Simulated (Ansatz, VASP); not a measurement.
One calculation of CuI, two programs

File POSCAR:

```
CuI
1.0
    0.0000000000      3.0120426902      3.0120426902
    3.0120426902      0.0000000000      3.0120426902
    3.0120426902      3.0120426902      0.0000000000
Cu I
1 1
Direct
    0.2500000000      0.2500000000      0.2500000000
    0.0000000000      0.0000000000      0.0000000000
```

File INCAR.step1:

```
SYSTEM = CuI
ALGO = Normal ; EDIFF = 1E-4
ENCUT = 520 ; GGA = PE
ISMEAR = 0 ; LASPH = .True.
LCHARG = .False. ; LREAL = .False.
LWAVE = .True. ; NBANDS = 16
NELM = 80 ; PREC = Accurate
SIGMA = 0.01
```

INCAR.step2

```
SYSTEM = CuI
ALGO = Normal ; EDIFF = 1E-6
ENCUT = 520 ; ISIF = 2
ISMEAR = 0 ; ISTART = 1
LASPH = .True. ; LCHARG = .False.
LMIXTAU = .True. ; LREAL = .False.
LWAVE = .False. ; METAGGA = R2SCAN
NBANDS = 16 ; NELM = 80
PREC = Accurate ; SIGMA = 0.01
```

The input KPOINTS:

```
k-points
0
Gamma
  8 8 8
  0 0 0
```

Input for Ansatz:

```yaml
crystal:
  lattice:
    - [0.0, 3.0120426902, 3.0120426902]
    - [3.0120426902, 0.0, 3.0120426902]
    - [3.0120426902, 3.0120426902, 0.0]
  atoms:
    - { symbol: Cu, position: [0.25, 0.25, 0.25] }
    - { symbol: I, position: [0.0, 0.0, 0.0] }
kpoints:
  mp_grid: { grid: [8, 8, 8] }
  band_path:
    path:
      - [0.0, 0.0, 0.0]
      - [-0.5, -0.5, 0.0]
      - [-0.375, -0.375, 0.25]
      - [-0.375, 0.0, 0.375]
      - [0.0, 0.0, 0.5]
      - [-0.5, -0.25, 0.25]
    npoints: 1
hamiltonian:
  xc: r2scan
scf:
  occupations: { method: fixed }
  n_extra_bands: 4
output:
  forces: true
  stress: true
  eigenvalues: true
```

Alike in both runs: task single point; functional r2SCAN; k mesh 8 × 8 × 8; no spin polarisation.

|  | VASP | Ansatz |
| --- | --- | --- |
| version | VASP 6.6.1 | Ansatz 0.2.0 |
| potentials or method | VASP PAW PBE potentials, release 64 (Cu, I) | plane waves, PAW |
| plane-wave cutoff (eV) | 520 | 500 |
| occupations | gaussian, width 0.01 eV | fixed |
| valence electrons in the cell | 18 | 36 |

|  | VASP | Ansatz | Ansatz less VASP |
| --- | --- | --- | --- |
| gap on the k mesh at the Fermi level (eV) | 1.67 | 1.67 | -0.005 |
| pressure (GPa) | -0.1 | 0.0 | +0.04 |

VASP's potentials were made for PBE, not for r2SCAN. VASP's potentials hold 18 valence electrons a cell and Ansatz's 36, so a difference there can come from the potentials and not from the codes.

Spin-orbit coupling is off throughout.
